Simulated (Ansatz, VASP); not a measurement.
**One calculation of Ge, two programs**

```
Ge
1.0
     0.00000    2.83817    2.83817
     2.83817    0.00000    2.83817
     2.83817    2.83817    0.00000
Ge
2
Direct
  0.50000 0.50000 0.50000
  0.75000 0.75000 0.75000
```

Change from the starting cell: volume scaled by 1.01.

Alike in both runs: task single point; functional PBEsol; k mesh 11 × 11 × 11; occupations fermi-dirac, width 0.05 eV; no spin polarisation.

|  | VASP | Ansatz |
| --- | --- | --- |
| version | VASP 6.6.1 | Ansatz 0.2.0 |
| potentials or method | VASP PAW PBE potentials, release 64 (Ge_d), cutoff 520 eV | all-electron LAPW, scalar-relativistic |

|  | VASP | Ansatz | Ansatz less VASP |
| --- | --- | --- | --- |
| pressure (GPa) | -0.1 | 0.0 | +0.09 |

VASP's potentials were made for PBE, not for PBEsol. Ansatz ran all-electron here, and VASP with PAW potentials.
